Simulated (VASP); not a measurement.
Runs of VASP 6.6.1 on HfO2 (fluorite type). The structure is that of space group Fm-3m (No. 225), or close to it. The cells are those of the table. 

```tsv
task	cell	cutoff (eV)	gap on the mesh (eV)	pressure (GPa)
relaxation of cell and atoms	relaxed to 88 GPa from a = 3.345 Å, angles 60.0°, 3 atoms	600	4.33	88.0
single point	a = 3.346 Å, angles 60.0°, 3 atoms	520	4.31	(a)
single point	a = 3.345 Å, angles 60.0°, 3 atoms	520	4.31	82.2
relaxation of cell and atoms	relaxed to 88 GPa from a = 3.346 Å, angles 60.0°, 3 atoms	600	4.33	88.0
```

Alike in all rows: level PBE; potentials or basis VASP PAW PBE potentials, release 64 (Hf_pv, O); no spin polarisation; k mesh 12 × 12 × 12; smearing fermi-dirac 0.05 eV.

Q: Fill in the values left out.

A: (a) 82.1.

Caveats: spin-orbit coupling is left out, which moves the levels of the heavy elements; the cell is relaxed towards a set pressure, so the run minimises the enthalpy, not the energy (at least some runs); the cell stands under pressure (at least some runs).

A k mesh can miss the band edges, and the runs leave out spin-orbit coupling on Hf.
